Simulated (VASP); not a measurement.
# LiSi16 (a cell with a defect) in VASP: relaxation of the atoms with LDA

Aim: the relaxation of the atoms of LiSi16 (a cell with a defect) with LDA.

Everything below comes from runs of VASP 6.6.1. Logs are shortened: lines on timing, memory, paths and dates and some standing lists are left out, and cuts for length are marked.

## (1) The cell of the first run

The cell holds a defect, 17 atoms: a = 7.679 Å, b = 7.679 Å, c = 7.679 Å, α = 60.00°, β = 60.00°, γ = 60.00°.

## (2) Relaxation of the atoms, LDA, collinear spin

Contents of INCAR:

```
SYSTEM = LiSi16
ALGO     = Normal         ! electronic algorithm
EDIFF    = 1E-7           ! SCF threshold, eV
EDIFFG   = -0.08          ! ionic threshold
ENCUT    = 520            ! plane-wave cutoff, eV
IBRION   = 2              ! ionic algorithm
ISIF     = 2              ! what is computed and relaxed
ISMEAR   = -1             ! smearing method
ISPIN    = 2              ! spin polarisation
KPAR     = 2            
LASPH    = .TRUE.         ! aspherical terms in the spheres
LCHARG   = .FALSE.        ! write CHGCAR
LORBIT   = 11             ! projections on sites
LREAL    = Auto         
LWAVE    = .FALSE.        ! write WAVECAR
MAGMOM   = 0 0 0 0 0 0 0 0 0 0 0 0 0 0 0 0 1 ! initial moments
NELM     = 150            ! most SCF steps
NSW      = 45             ! ionic steps
PREC     = Accurate       ! precision mode
SIGMA    = 0.05           ! smearing width, eV
```

Contents of KPOINTS:

```
k-points
0
G
  2 2 2
  0 0 0
```

Contents of POSCAR:

```
LiSi16
1.0
    0.0000000000      5.4300000000      5.4300000000
    5.4300000000      0.0000000000      5.4300000000
    5.4300000000      5.4300000000      0.0000000000
Si Li
16 1
Direct
    0.0000000000      0.0000000000      0.0000000000
    0.1250000000      0.1250000000      0.1250000000
    0.0000000000      0.0000000000      0.5000000000
    0.1250000000      0.1250000000      0.6250000000
    0.0000000000      0.5000000000      0.0000000000
    0.1250000000      0.6250000000      0.1250000000
    0.0000000000      0.5000000000      0.5000000000
    0.1250000000      0.6250000000      0.6250000000
    0.5000000000      0.0000000000      0.0000000000
    0.6250000000      0.1250000000      0.1250000000
    0.5000000000      0.0000000000      0.5000000000
    0.6250000000      0.1250000000      0.6250000000
    0.5000000000      0.5000000000      0.0000000000
    0.6250000000      0.6250000000      0.1250000000
    0.5000000000      0.5000000000      0.5000000000
    0.6250000000      0.6250000000      0.6250000000
    0.8815618000      0.8863424000      0.8635063000
```

Potentials or basis: VASP PAW LDA potentials, release 64 (Si, Li_sv).

Command:

```
cat potpaw_LDA.64/Si/POTCAR potpaw_LDA.64/Li_sv/POTCAR > POTCAR
mpirun -np 4 vasp_std > vasp.out
```

OUTCAR:

```text
SYSTEM = LiSi16
   EDIFF = 1E-7
   EDIFFG = -0.08
   ENCUT = 520
   IBRION = 2
   ISIF = 2
   ISMEAR = -1
   ISPIN = 2
   LASPH = .TRUE.
   LORBIT = 11
   LREAL = Auto
   NELM = 150
   NSW = 45
   PREC = Accurate

 ion  position               nearest neighbor table
   1  0.000  0.000  0.000-  17 2.31   4 2.35   6 2.35  10 2.35   2 2.35
   2  0.125  0.125  0.125-   1 2.35   3 2.35   5 2.35   9 2.35
   3  0.000  0.000  0.500-  17 2.28   4 2.35   8 2.35  12 2.35   2 2.35
   4  0.125  0.125  0.625-   1 2.35   3 2.35   7 2.35  11 2.35  17 2.62
   5  0.000  0.500  0.000-   2 2.35   6 2.35   8 2.35  14 2.35  17 2.42
   6  0.125  0.625  0.125-   1 2.35   5 2.35   7 2.35  13 2.35  17 2.74
   7  0.000  0.500  0.500-   4 2.35   6 2.35   8 2.35  16 2.35
   8  0.125  0.625  0.625-   3 2.35   5 2.35   7 2.35  15 2.35  17 2.72
   9  0.500  0.000  0.000-   2 2.35  10 2.35  12 2.35  14 2.35  17 2.39
  10  0.625  0.125  0.125-   1 2.35   9 2.35  11 2.35  13 2.35  17 2.72
  11  0.500  0.000  0.500-   4 2.35  10 2.35  12 2.35  16 2.35
  12  0.625  0.125  0.625-   3 2.35   9 2.35  11 2.35  15 2.35  17 2.69
  13  0.500  0.500  0.000-   6 2.35  10 2.35  14 2.35  16 2.35
  14  0.625  0.625  0.125-   5 2.35   9 2.35  13 2.35  15 2.35  17 2.81
  15  0.500  0.500  0.500-   8 2.35  12 2.35  14 2.35  16 2.35
  16  0.625  0.625  0.625-   7 2.35  11 2.35  13 2.35  15 2.35
  17  0.882  0.886  0.864-   3 2.28   1 2.31   9 2.39   5 2.42   4 2.62  12 2.69   8 2.72  10 2.72
                             6 2.74  14 2.81

  LATTYP: Found a face centered cubic cell.
 ALAT       =    10.8600000000

  Lattice vectors:

 A1 = (   0.0000000000,   5.4300000000,   5.4300000000)
 A2 = (   5.4300000000,   0.0000000000,   5.4300000000)
 A3 = (   5.4300000000,   5.4300000000,   0.0000000000)

Analysis of symmetry for initial positions (statically):
=====================================================================
 Subroutine PRICEL returns:
 Original cell was already a primitive cell.

 Routine SETGRP: Setting up the symmetry group for a
 face centered cubic supercell.

 Subroutine GETGRP returns: Found  1 space group operations
 (whereof  1 operations were pure point group operations)
 out of a pool of 48 trial point group operations.

The static configuration has the point symmetry C_1 .

Analysis of symmetry for dynamics (positions and initial velocities):
=====================================================================
 Subroutine PRICEL returns:
 Original cell was already a primitive cell.

 Routine SETGRP: Setting up the symmetry group for a
 face centered cubic supercell.

 Subroutine GETGRP returns: Found  1 space group operations
 (whereof  1 operations were pure point group operations)
 out of a pool of 48 trial point group operations.

The dynamic configuration has the point symmetry C_1 .

Analysis of structural, dynamic, and magnetic symmetry:
=====================================================================
 Subroutine PRICEL returns:
 Original cell was already a primitive cell.

 Routine SETGRP: Setting up the symmetry group for a
 face centered cubic supercell.

 Subroutine GETGRP returns: Found  1 space group operations
 (whereof  1 operations were pure point group operations)
 out of a pool of 48 trial point group operations.

The overall configuration has the point symmetry C_1 .

 Subroutine INISYM returns: Found  1 space group operations
 (whereof  1 operations are pure point group operations),
 and found     1 'primitive' translations

----------------------------------------------------------------------------------------

                                     Primitive cell

  volume of cell :     320.2060

  direct lattice vectors                    reciprocal lattice vectors
     0.000000000  5.430000000  5.430000000    -0.092081031  0.092081031  0.092081031
     5.430000000  0.000000000  5.430000000     0.092081031 -0.092081031  0.092081031
     5.430000000  5.430000000  0.000000000     0.092081031  0.092081031 -0.092081031

  length of vectors
     7.679179644  7.679179644  7.679179644     0.159489025  0.159489025  0.159489025

  position of ions in fractional coordinates (direct lattice)
     0.000000000  0.000000000  0.000000000
     0.125000000  0.125000000  0.125000000
     0.000000000  0.000000000  0.500000000
     0.125000000  0.125000000  0.625000000
     0.000000000  0.500000000  0.000000000
     0.125000000  0.625000000  0.125000000
[... 9 lines left out ...]
     0.625000000  0.625000000  0.625000000
     0.881561800  0.886342400  0.863506300

  ion indices of the primitive-cell ions
   primitive index   ion index
                 1           1
                 2           2
                 3           3
                 4           4
                 5           5
                 6           6
[... 9 lines left out ...]
                16          16
                17          17

----------------------------------------------------------------------------------------

 KPOINTS: k-points

Automatic generation of k-mesh.
 Grid dimensions read from file:
 generate k-points for:    2    2    2

 Generating k-lattice:

  Cartesian coordinates                     Fractional coordinates (reciprocal lattice)
    -0.046040516  0.046040516  0.046040516     0.500000000  0.000000000  0.000000000
     0.046040516 -0.046040516  0.046040516     0.000000000  0.500000000  0.000000000
     0.046040516  0.046040516 -0.046040516     0.000000000  0.000000000  0.500000000

  Length of vectors
     0.079744512  0.079744512  0.079744512

  Shift w.r.t. Gamma in fractional coordinates (k-lattice)
     0.000000000  0.000000000  0.000000000

 Subroutine IBZKPT returns following result:
 ===========================================

 Found      8 irreducible k-points:

 Following reciprocal coordinates:
            Coordinates               Weight
  0.000000  0.000000  0.000000      1.000000
  0.500000  0.000000  0.000000      1.000000
  0.000000  0.500000  0.000000      1.000000
  0.000000  0.000000  0.500000      1.000000
  0.500000  0.500000  0.500000      1.000000
  0.500000  0.500000  0.000000      1.000000
  0.000000  0.500000  0.500000      1.000000
  0.500000  0.000000  0.500000      1.000000
   k-points           NKPTS =      8   k-points in BZ     NKDIM =      8   number of bands    NBANDS=     44
   number of dos      NEDOS =    301   number of ions     NIONS =     17
   total plane-waves  NPLWV = 216000
   dimension x,y,z NGX =    60 NGY =   60 NGZ =   60
   dimension x,y,z NGXF=   120 NGYF=  120 NGZF=  120
   ions per type =              16   1
   NGX,Y,Z   is equivalent  to a cutoff of  12.99, 12.99, 12.99 a.u.
   NGXF,Y,Z  is equivalent  to a cutoff of  25.98, 25.98, 25.98 a.u.
 SYSTEM =  LiSi16
   PREC   = accura    normal or accurate (medium, high low for compatibility)
   ISTART =      0    job   : 0-new  1-cont  2-samecut
   ICHARG =      2    charge: 1-file 2-atom 10-const
   ISPIN  =      2    spin polarized calculation?
   LNONCOLLINEAR =      F non collinear calculations
   LSORBIT =      F    spin-orbit coupling
   LASPH  =      T    aspherical Exc in radial PAW
   ENCUT  =  520.0 eV  38.22 Ry    6.18 a.u.  14.28 14.28 14.28*2*pi/ulx,y,z
   NELM   =    150;   NELMIN=  2; NELMDL= -5     # of ELM steps
   EDIFF  = 0.1E-06   stopping-criterion for ELM
   LREAL  =      T    real-space projection
   EDIFFG = -.8E-01   stopping-criterion for IOM
   NSW    =     45    number of steps for IOM
   IBRION =      2    ionic relax: 0-MD 1-quasi-New 2-CG
   NFREE  =      1    steps in history (QN), initial steepest desc. (CG)
   ISIF   =      2    stress and relaxation
   ISYM   =      2    0-nonsym 1-usesym 2-fastsym
   POTIM  = 0.5000    time-step for ionic-motion
   TEBEG  =    0.0;   TEEND  =   0.0 temperature during run
   PSTRESS=    0.0 pullay stress
   NELECT =      67.0000    total number of electrons
   NUPDOWN=      -1.0000    fix difference up-down
   EMIN   =  10.00;   EMAX   =-10.00  energy-range for DOS
   EFERMI =   0.00;   METHOD = LEGACY
   ISMEAR =    -1;   SIGMA  =   0.05  broadening in eV -4-tet -1-fermi 0-gaus
   EFERMI_NEDOS =   21; number of points for ismear=-14 and -15
   IALGO  =     38    algorithm
   IMIX   =      4    mixing-type and parameters
     AMIX     =   0.40;   BMIX     =  1.00
     AMIX_MAG =   1.60;   BMIX_MAG =  1.00
  volume/ion in A,a.u.               =      18.84       127.11
  Fermi-wavevector in a.u.,A,eV,Ry     =   0.971904  1.836632 12.852022  0.944597
  Thomas-Fermi vector in A             =   2.102159
   LORBIT       =     11    0 simple, 1 ext, 2 COOP (PROOUT), +10 PAW based schemes
   GGA     = CA    functional components
   LHFCALC =     F    Hartree Fock is set to
   AEXX    =    0.0000 exact exchange contribution
   IVDW    =     0    specifies the selected vdW correction
   LEPSILON=     F    determine dielectric tensor
   LRPA    =     F    only Hartree local field effects (RPA)
 conjugate gradient relaxation of ions
 spin polarized calculation
  energy-cutoff  :      520.00
  volume of cell :      320.21
 maximum number of plane-waves:      8646
 NGX is ok and might be reduce to    60
   NGX = 29   NGY = 29   NGZ = 29

--------------------------------------- Ionic step        1  -------------------------------------------

 number of electron      67.0000004 magnetization      -0.0001834

 number of electron      67.0000004 magnetization       0.0000014

 Free energy of the ion-electron system (eV)
  ---------------------------------------------------
  ext. energy  EPLUGINS =         0.00000000
  ---------------------------------------------------
  free energy    TOTEN  =       -95.75961632 eV

  energy without entropy =      -95.72054872  energy(sigma->0) =      -95.74008252

------------------------ aborting loop because EDIFF is reached ----------------------------------------

  FORCE on cell =-STRESS in cart. coord.  units (eV):
  Direction    XX          YY          ZZ          XY          YZ          ZX
  --------------------------------------------------------------------------------------
  -------------------------------------------------------------------------------------
  Total        0.2849815      0.2818512      0.3288847      0.5151322     -0.0286823     -0.1460889
  in kB        1.4259288      1.4102656      1.6456018      2.5775066     -0.1435143     -0.7309678
  external PRESSURE =       1.4939321 kB  Pullay stress =       0.0000000 kB
[... 303 lines left out ...]
--------------------------------------- Ionic step        7  -------------------------------------------

 number of electron      67.0000001 magnetization      -0.0000001

 number of electron      67.0000001 magnetization       0.0000001

 Free energy of the ion-electron system (eV)
  ---------------------------------------------------
  ext. energy  EPLUGINS =         0.00000000
  ---------------------------------------------------
  free energy    TOTEN  =       -95.89795280 eV

  energy without entropy =      -95.86519377  energy(sigma->0) =      -95.88157329

 E-fermi :   6.5449     XC(G=0):  -9.7162

 val. band max:        6.5085409328   @ k =   0.0000   0.0000   0.0000
 cond. band min:       6.7042500621   @ k =   0.0000   0.0000   0.0000
 fundamental gap:      0.1957091292
 Fermi energy:         6.5448872684

 spin component 1

 k-point     1 :       0.0000    0.0000    0.0000
  band No.  band energies     occupation
      1     -39.6101      1.00000
      2      -6.0244      1.00000
      3      -3.7839      1.00000
      4      -3.6966      1.00000
      5      -3.6965      1.00000
      6      -3.6956      1.00000
[... 365 lines left out ...]
     43      10.0497      0.00000
     44      10.1190      0.00000
 Fermi energy:         6.5448872684

 spin component 2

 k-point     1 :       0.0000    0.0000    0.0000
  band No.  band energies     occupation
      1     -39.6101      1.00000
      2      -6.0244      1.00000
      3      -3.7839      1.00000
      4      -3.6966      1.00000
      5      -3.6965      1.00000
      6      -3.6956      1.00000
[... 409 lines left out ...]
  FREE ENERGIE OF THE ION-ELECTRON SYSTEM (eV)
  ---------------------------------------------------
  free  energy   TOTEN  =       -95.8979528036 eV

  energy  without entropy=      -95.8651937694  energy(sigma->0) =      -95.88157329

 reached required accuracy - stopping structural energy minimisation

 total charge

# of ion       s       p       d       tot
------------------------------------------
    1        0.751   0.970   0.000   1.721
    2        0.740   0.981   0.000   1.721
    3        0.751   0.970   0.000   1.721
    4        0.746   0.952   0.000   1.698
    5        0.750   0.971   0.000   1.721
    6        0.746   0.953   0.000   1.699
[... 9 lines left out ...]
   16        0.742   0.976   0.000   1.717
   17        2.027   0.111   0.000   2.138
--------------------------------------------------
tot         13.980  15.508   0.000  29.488

 magnetization (x)

# of ion       s       p       d       tot
------------------------------------------
    1        0.000   0.000   0.000   0.000
    2       -0.000   0.000   0.000   0.000
    3        0.000   0.000   0.000   0.000
    4        0.000   0.000   0.000   0.000
    5        0.000   0.000   0.000   0.000
    6       -0.000  -0.000   0.000  -0.000
[... 9 lines left out ...]
   16       -0.000  -0.000   0.000  -0.000
   17       -0.000  -0.000   0.000  -0.000
--------------------------------------------------
tot          0.000  -0.000   0.000  -0.000
```

Run time: 12 min. Hardware: 4 MPI ranks of Intel Xeon Platinum 8488C (Sapphire Rapids), shared host; peak memory 0.34 GiB.

Results:

| Property | Result |
| --- | --- |
| Free energy | -95.8980 eV |
| Energy gained by relaxing | 8.1 meV/atom |
| Ionic steps | 7 |
| Largest force after relaxing | 0.061 eV/Å |
| Net moment | 0.00 μB per cell |
| Valence electrons inside the program's atomic spheres | Si 1.72, 1.70, 1.71 (each value once); Li 2.14 |

Forces on the atoms (eV/Å):
```
Si   0.016  0.012  0.027
Si  -0.004 -0.005  0.009
Si   0.002 -0.002  0.012
Si  -0.004 -0.004 -0.006
Si  -0.035  0.034 -0.027
Si   0.012 -0.027  0.012
Si  -0.034  0.036  0.020
Si   0.022 -0.016  0.017
Si   0.035 -0.036 -0.022
Si  -0.025  0.008  0.009
Si   0.038 -0.035  0.024
Si  -0.013  0.019  0.014
Si   0.013  0.016 -0.022
Si   0.003 -0.004  0.035
Si  -0.021 -0.017 -0.028
Si   0.002  0.004 -0.013
Li  -0.006  0.016 -0.059
```

The path:
| step | energy change (eV) | largest force (eV/Å) | pressure (GPa) |
| --- | --- | --- | --- |
| 1 | 0.0000 | 1.1788 | 0.15 |
| 2 | -0.1263 | 0.2199 | 0.01 |
| 3 | -0.1300 | 0.2213 | 0.01 |
| 4 | -0.1349 | 0.1750 | 0.00 |
| 5 | -0.1350 | 0.1725 | 0.00 |
| 6 | -0.1375 | 0.1157 | 0.00 |
| 7 | -0.1383 | 0.0614 | 0.00 |

Final structure:
```
CELL_PARAMETERS angstrom
0.00000 5.43000 5.43000
5.43000 0.00000 5.43000
5.43000 5.43000 0.00000
ATOMIC_POSITIONS crystal
Si 0.00309 0.00307 0.00283
Si 0.12616 0.12692 0.12303
Si 0.00341 0.00340 0.48992
Si 0.12690 0.12692 0.62291
Si 0.00196 0.49444 0.00175
Si 0.12675 0.62377 0.12669
Si 0.99621 0.50152 0.50111
Si 0.12676 0.62392 0.62260
Si 0.49355 0.00223 0.00205
Si 0.62363 0.12679 0.12671
Si 0.50150 0.99613 0.50115
Si 0.62377 0.12681 0.62267
Si 0.50117 0.50124 0.99651
Si 0.62319 0.62342 0.12669
Si 0.50121 0.50129 0.50107
Si 0.62499 0.62494 0.62503
Li 0.87732 0.87952 0.87079
```

Caveat: the k points lie up to 0.50 Å⁻¹ apart; the cutoff is under 1.25 times the usual one of these potentials, so pressure, stress and relaxed cells hold a basis-set (Pulay) error; the relaxation stopped at a loose force limit of 0.08 eV/Å, so its end isn't a converged minimum.
